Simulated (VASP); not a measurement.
Fe2O (antifluorite type), 3 atoms in the cell. It takes space group Fm-3m (No. 225, cubic). Conventional cell: a = 4.963 Å, b = 4.963 Å, c = 4.963 Å, α = 90.00°, β = 90.00°, γ = 90.00°. Within 2.8 Å of Fe (site symmetry -43m) lie 4 O at 2.15 Å and 6 Fe at 2.48 Å. O (site symmetry m-3m) has 8 Fe at 2.15 Å within 2.8 Å. 

- Program: VASP 6.6.1
- Task: single point
- Functional: PBE
- Potentials or basis: VASP PAW PBE potentials, release 64 (Fe, O)
- Cutoff: 520 eV
- k mesh: 13 × 13 × 13
- Occupations: fermi-dirac, width 0.0612256 eV
- Spin: no spin polarisation
- Dipole correction: no
- Further INCAR settings: ALGO = Normal; EDIFF = 1e-06; NBANDS = 18

Potentials or basis: VASP PAW PBE potentials, release 64 (Fe, O).

Launch:

```console
$ cat potpaw_PBE.64/Fe/POTCAR potpaw_PBE.64/O/POTCAR > POTCAR
$ mpirun -np 1 vasp_std > vasp.out
```

Hardware: 1 thread of Intel Xeon 6975P-C (shared host).

How long does it take, and how much memory?

Run time: 44 s on 1 thread of Intel Xeon 6975P-C (shared host), peak memory 0.19 GiB. Counts: scf iterations 14, k points 84.
